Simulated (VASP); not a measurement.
SrC2:

```
Sr C
1.0
    -2.02490    2.02490    3.37223
     2.02490   -2.02490    3.37223
     2.02490    2.02490   -3.37223
Sr C
1 2
Direct
  0.00000 0.00000 0.00000
  0.40659 0.40659 0.00000
  0.59341 0.59341 0.00000
```

```yaml
Program: VASP 6.6.1
Task: relaxation of cell and atoms
Functional: LDA
Potentials_or_basis: VASP PAW LDA potentials, release 64 (Sr_sv, C)
Cutoff: 600 eV
k_mesh: 10 × 10 × 10
Occupations: gaussian, width 0.01 eV
Spin: no spin polarisation
```

At the start: pressure -2.3 GPa; volume 18.44 Å³/atom.

Question: Where does the relaxation end?

Answer: Over 31 steps the energy falls by 4.2 meV/atom and the volume is 17.80 Å³/atom (-3.4 %); space group I4/mmm (No. 139, to 0.1 Å) before and after.

Step by step:
| step | energy change (eV) | largest force (eV/Å) | pressure (GPa) | volume (Å³) |
| --- | --- | --- | --- | --- |
| 1 | 0.0000 | 0.4315 | -2.32 | 55.31 |
| 2 | 0.1350 | 5.3467 | 6.22 | 53.19 |
| 3 | -0.0042 | 0.2716 | -1.24 | 54.98 |
| 4 | -0.0121 | 0.1191 | -0.22 | 53.56 |
| 5 | -0.0121 | 0.1311 | -0.20 | 53.51 |
| 6 | -0.0090 | 0.6817 | 1.21 | 53.06 |
| 7 | -0.0123 | 0.0023 | 0.05 | 53.44 |
| 8 | -0.0125 | 0.0113 | 0.06 | 53.38 |
| 9 | -0.0125 | 0.0153 | 0.05 | 53.36 |
| 10 | -0.0125 | 0.0172 | 0.05 | 53.36 |
| 11 | -0.0125 | 0.0173 | 0.06 | 53.36 |
| 12 | -0.0125 | 0.0166 | 0.06 | 53.36 |
| 13 | -0.0125 | 0.0652 | 0.11 | 53.39 |
| 14 | -0.0125 | 0.0125 | 0.06 | 53.37 |
| 15 | -0.0125 | 0.0068 | 0.01 | 53.41 |
| 16 | -0.0125 | 0.0093 | 0.01 | 53.41 |
| 17 | -0.0125 | 0.0187 | 0.00 | 53.45 |
| 18 | -0.0125 | 0.0016 | -0.03 | 53.43 |
| 19 | -0.0125 | 0.0021 | -0.04 | 53.42 |
| 20 | -0.0125 | 0.0057 | -0.03 | 53.42 |
| 21 | -0.0125 | 0.0071 | -0.02 | 53.42 |
| 22 | -0.0125 | 0.0298 | 0.03 | 53.41 |
| 23 | -0.0125 | 0.0061 | 0.00 | 53.41 |
| 24 | -0.0125 | 0.0005 | 0.00 | 53.41 |
| 25 | -0.0125 | 0.0013 | 0.00 | 53.41 |
| 26 | -0.0125 | 0.0025 | 0.00 | 53.41 |
| 27 | -0.0125 | 0.0031 | 0.00 | 53.41 |
| 28 | -0.0125 | 0.0034 | 0.00 | 53.41 |
| 29 | -0.0125 | 0.0022 | 0.00 | 53.41 |
| 30 | -0.0125 | 0.0010 | 0.00 | 53.41 |
| 31 | -0.0125 | 0.0005 | 0.00 | 53.41 |

Final structure:
```
Sr C
1.0
    -1.99798    1.99798    3.34509
     1.99798   -1.99798    3.34509
     1.99798    1.99798   -3.34509
Sr C
1 2
Direct
  0.00000 0.00000 0.00000
  0.40636 0.40636 0.00000
  0.59364 0.59364 0.00000
```
